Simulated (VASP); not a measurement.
Input of a VASP 6.6.1 run:

INCAR

```
PREC     = Accurate       # precision mode
ENCUT    = 520            # plane-wave cutoff, eV
EDIFF    = 1E-6           # SCF threshold, eV
ISMEAR   = 0              # smearing method
SIGMA    = 0.01           # smearing width, eV
LREAL    = F              # projectors in reciprocal space
LASPH    = T              # aspherical terms in the spheres
NELM     = 60             # most SCF steps
ALGO     = Normal         # electronic algorithm
ISIF     = 2              # what is computed and relaxed
LWAVE    = F              # write WAVECAR
LCHARG   = T              # write CHGCAR
GGA      = PE             # functional
LELF     = T              # ELF
LVHAR    = T            
NBANDS   = 24             # bands
```

The input KPOINTS:

```
Automatic mesh
0
Gamma
  6 6 4
```

Contents of POSCAR:

```
KF
1.0
    4.5461919339      0.0000000000      0.0000000000
   -2.2730959670      3.9371177053      0.0000000000
    0.0000000000      0.0000000000      5.3759896003
K F
2 2
Direct
    0.3333333333      0.6666666667      0.2500000000
    0.6666666667      0.3333333333      0.7500000000
    0.6666666667      0.3333333333      0.2500000000
    0.3333333333      0.6666666667      0.7500000000
```

Potentials or basis: VASP PAW PBE potentials, release 64 (K_sv, F).

Run with:

```bash
$ cat potpaw_PBE.64/K_sv/POTCAR potpaw_PBE.64/F/POTCAR > POTCAR
$ mpirun -np 1 vasp_std > vasp.out
```

Problem. Estimate the band gap on the k mesh.

Solution. 5.23 eV.

Problem. Predict the pressure.

Solution. 0.0 GPa.

A k mesh can miss the band edges.
